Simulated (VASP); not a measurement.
A run of VASP 6.6.1:

Contents of INCAR:

```
SYSTEM = K8Br7
PREC = Accurate
ENCUT = 520
EDIFF = 1E-6
ISMEAR = 0
SIGMA = 0.02
LREAL = Auto
LASPH = .TRUE.
NELM = 80
ALGO = Normal
ISIF = 2
LWAVE = .FALSE.
LCHARG = .TRUE.
GGA = CA
LELF = .TRUE.
LVHAR = .TRUE.
NELECT = 120.0
NBANDS = 74
```

KPOINTS

```
Automatic mesh
0
G
  2 2 2
  0 0 0
```

POSCAR

```
K8Br7
1.0
    0.0000000000      6.3712539718     -6.3712539718
    6.3712539718      6.3712539718      0.0000000000
    6.3712539718      0.0000000000     -6.3712539718
K Br
8 7
Direct
    0.5099418442     -0.0099418419      0.5099418442
    0.5000000022      0.5000000022      0.5000000022
   -0.0099418419     -0.0099418419      0.5099418442
   -0.0099418419      0.5099418442      0.5099418442
    0.5099418442     -0.0099418419     -0.0099418419
    0.5099418442      0.5099418442     -0.0099418419
    0.0000000000      0.0000000000      0.0000000000
   -0.0099418419      0.5099418442     -0.0099418419
    0.2500000011      0.7500000033      0.2500000011
    0.7500000033      0.7500000033      0.2500000011
    0.7500000033      0.2500000011      0.2500000011
    0.2500000011      0.7500000033      0.7500000033
    0.2500000011      0.2500000011      0.7500000033
    0.7500000033      0.7500000033      0.7500000033
    0.7500000033      0.2500000011      0.7500000033
```

Potentials or basis: VASP PAW LDA potentials, release 64 (K_sv, Br).

Run with:

```bash
$ cat potpaw_LDA.64/K_sv/POTCAR potpaw_LDA.64/Br/POTCAR > POTCAR
$ mpirun -np 1 vasp_std > vasp.out
```

Hardware: 1 thread of Intel(R) Xeon(R) 6975P-C (Granite Rapids), with other jobs on the host.

Estimate the wall time of this run.

It took 2.4 min on 1 thread of Intel(R) Xeon(R) 6975P-C (Granite Rapids), with other jobs on the host, peak memory 0.52 GiB. Counts: scf iterations 15, k points 3.
